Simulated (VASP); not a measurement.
Set up this calculation in VASP 6.6.1, as the native input.

| Item | Value |
| --- | --- |
| Task | single point |
| Functional | r2SCAN |
| Potentials or basis | VASP PAW PBE potentials, release 64 (Al) |
| Cutoff | 520 eV |
| k mesh | 20 × 20 × 20 |
| Occupations | gaussian, width 0.15 eV |
| Spin | no spin polarisation |
| Dipole correction | no |
| Further INCAR settings | ALGO = Normal; EDIFF = 1e-07; NBANDS = 8 |

Crystal: Al.

```
Al
1.0
    -1.59122    1.66083    1.66083
     1.59122   -1.52160    1.52160
     1.59122    1.52160   -1.52160
Al
1
Direct
  0.00000 0.00000 0.00000
```

This cell differs from its parent crystal: strain +0.0875 x Voigt [0, 0, 0, 1, 0, 0].

One way to write it, as run:

POSCAR

```
Al
1.0
   -1.5912186900      1.6608345077      1.6608345077
    1.5912186900     -1.5216028723      1.5216028723
    1.5912186900      1.5216028723     -1.5216028723
Al
1
Direct
    0.0000000000      0.0000000000      0.0000000000
```

INCAR.step1

```
SYSTEM = Al
  ALGO = Normal
  EDIFF = 1E-4
  ENCUT = 520
  GGA = PE
  ISMEAR = 0
  LASPH = .TRUE.
  LCHARG = .FALSE.
  LREAL = .FALSE.
  LWAVE = .TRUE.
  NBANDS = 8
  NELM = 60
  PREC = Accurate
  SIGMA = 0.15
```

INCAR.step2

```
SYSTEM = Al
  ALGO = Normal
  EDIFF = 1E-7
  ENCUT = 520
  ISIF = 2
  ISMEAR = 0
  ISTART = 1
  LASPH = .TRUE.
  LCHARG = .TRUE.
  LELF = .TRUE.
  LMIXTAU = .TRUE.
  LREAL = .FALSE.
  LVHAR = .TRUE.
  LWAVE = .FALSE.
  METAGGA = R2SCAN
  NBANDS = 8
  NELM = 60
  PREC = Accurate
  SIGMA = 0.15
```

KPOINTS

```
k-points
0
G
  20 20 20
  0 0 0
```

Potentials or basis: VASP PAW PBE potentials, release 64 (Al).

The run is started by

```bash
$ cat potpaw_PBE.64/Al/POTCAR > POTCAR
$ cp INCAR.step1 INCAR
$ mpirun -np 1 vasp_std > vasp.out
$ cp INCAR.step2 INCAR
$ mpirun -np 1 vasp_std > vasp.out
```

Results of the run:

| Quantity | Value |
| --- | --- |
| Pressure | 1.1 GPa |
| Band gap on the k mesh | zero (an odd number of electrons rules out a gap without spin polarisation) |

Caveat: the cell differs from its parent crystal (strain +0.0875 x Voigt [0, 0, 0, 1, 0, 0]); the PAW data sets were made with another functional, which shifts forces and pressure a little.

Wall time 3.3 min on 1 thread of Intel(R) Xeon(R) Platinum 8488C (Sapphire Rapids) (shared host), peak memory 0.23 GiB.
